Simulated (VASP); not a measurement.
Input of a VASP 6.6.1 run:

INCAR

```
SYSTEM = P
PREC     = Accurate       ! precision mode
ENCUT    = 400            ! plane-wave cutoff, eV
EDIFF    = 1E-8           ! SCF threshold, eV
ISMEAR   = -1             ! smearing method
SIGMA    = 0.08           ! smearing width, eV
LREAL    = .FALSE.        ! projectors in reciprocal space
LASPH    = .TRUE.         ! aspherical terms in the spheres
NELM     = 120            ! most SCF steps
ALGO     = Normal         ! electronic algorithm
ISIF     = 2              ! what is computed and relaxed
LWAVE    = .FALSE.        ! write WAVECAR
LCHARG   = .FALSE.        ! write CHGCAR
GGA      = PS             ! functional
LEFG     = .TRUE.       
NBANDS   = 8              ! bands
GGA_COMPAT= .FALSE.
```

Contents of KPOINTS:

```
regular mesh
0
G
  10 10 9
  0 0 0
```

POSCAR

```
P
1.0
    4.2586140990      0.0000000000      0.0000000000
    0.0000000000      4.2586140990      0.0000000000
    0.0000000000      0.0000000000      4.3633577502
P
1
Direct
    0.0000000000      0.0000000000      0.0000000000
```

Potentials or basis: VASP PAW PBE potentials, release 64 (P).

Launch:

```console
$ cat potpaw_PBE.64/P/POTCAR > POTCAR
$ mpirun -np 1 vasp_std > vasp.out
```

(1) Estimate the pressure.

Results:

(1) -3.9 GPa.

Caveat: without QUAD_EFG the Cq values of the log hold for a quadrupole moment of 1 mb, not for the nuclei; the PAW data sets were made with another functional, which shifts forces and pressure a little.
